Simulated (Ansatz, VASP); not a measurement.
**ScB2Sb3 in VASP and in Ansatz**

```
Sc B Sb
1.0
     6.02672    0.00000    0.00000
    -3.01336    5.21929    0.00000
     0.00000    0.00000    3.71342
Sc B Sb
1 2 3
Direct
  0.00000 0.00000 0.00000
  0.33333 0.66667 0.00000
  0.66667 0.33333 0.00000
  0.50000 0.00000 0.50000
  0.50000 0.50000 0.50000
  0.00000 0.50000 0.50000
```

Change from the starting cell: species swapped into the ScCo3B2 type (P6/mmm, No. 191).

Alike in both runs: task single point; functional PBE; k mesh 3 × 3 × 6; occupations gaussian, width 0.1 eV; no spin polarisation.

|  | VASP | Ansatz |
| --- | --- | --- |
| version | VASP 6.6.1 | Ansatz 0.2.0 |
| potentials or method | VASP PAW PBE potentials, release 64 (Sc_sv, B, Sb), cutoff 520 eV | scalar-relativistic, plane waves, PAW |
| valence electrons in the cell | 32 | 62 |

VASP gave:

* gap on the k mesh at the Fermi level (eV): none
* pressure (GPa): 2.9
* traceless stress, the component that is largest in VASP (GPa): -15.96

Task: Estimate Ansatz's values.

Result: gap on the k mesh at the Fermi level (eV): none; pressure (GPa): 2.8; traceless stress, the component that is largest in VASP (GPa): -15.94.

A gap of «none» marks a metal or a gap that the smearing closes. With one functional, cell and mesh, what is left measures potentials, basis and numerics. VASP's potentials hold 32 valence electrons a cell and Ansatz's 62, so a difference there can come from the potentials and not from the codes.

The k mesh is coarse, so the values compare programs but aren't converged. Spin-orbit coupling is off throughout.
